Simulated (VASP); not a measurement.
Wanted: the native input for a VASP 6.6.1 run.

```
Task                   : single point
Functional             : LDA
Potentials or basis    : VASP PAW LDA potentials, release 64 (Mg, O)
Cutoff                 : 520 eV
k mesh                 : 6 × 6 × 6
Occupations            : gaussian, width 0.05 eV
Spin                   : no spin polarisation
Dipole correction      : no
Further INCAR settings : ALGO = Normal; EDIFF = 1e-07; NBANDS = 26
```

The structure of MgO lies in POSCAR:

```
MgO
1.0
    4.1607146133      0.0000000000      0.0000000000
    0.0000000000     -4.1607146133      0.0000000000
    0.0000000000      0.0000000000     -4.1607146133
Mg O
4 4
Direct
   -0.0176746333      1.0176746333      1.0999828247
    0.5000000000      0.5000000000      1.0000000000
    0.5000000000      1.0000000000      0.5000000000
    0.0000000000      0.5000000000      0.5000000000
    0.5000000000      0.0000000000      0.0000000000
    0.0000000000      0.5000000000      0.0000000000
    0.0000000000      0.0000000000      0.5000000000
    0.5000000000      0.5000000000      0.5000000000
```

This cell differs from its parent crystal: atom 1 (Mg) moved by -0.104 Å along [1 1 0] and -0.416 Å along [0 0 1].

These files were run (other wordings do the same):

INCAR

```
SYSTEM = MgO
  PREC = Accurate
  ENCUT = 520
  EDIFF = 1E-7
  ISMEAR = 0
  SIGMA = 0.05
  LREAL = .False.
  LASPH = .True.
  NELM = 100
  ALGO = Normal
  ISIF = 2
  LWAVE = .False.
  LCHARG = .False.
  NBANDS = 26
```

KPOINTS

```
Automatic mesh
0
Gamma
  6 6 6
  0 0 0
```

Potentials or basis: VASP PAW LDA potentials, release 64 (Mg, O).

Run with:

```bash
$ cat potpaw_LDA.64/Mg/POTCAR potpaw_LDA.64/O/POTCAR > POTCAR
$ mpirun -np 1 vasp_std > vasp.out
```

Results of the run:

```yaml
Pressure: 5.7 GPa
Largest_force: 8.258 eV/Å
Band_gap_on_the_k_mesh: 4.97 eV, direct
```

Caveat: the cell differs from its parent crystal (atom 1 (Mg) moved by -0.104 Å along [1 1 0] and -0.416 Å along [0 0 1]); forces of over 1 eV/Å act on the atoms, so gaps and moduli don't describe the material at rest.

Run time: 3.8 min on 1 thread of AMD EPYC 7571, on a shared host, peak memory 0.19 GiB.
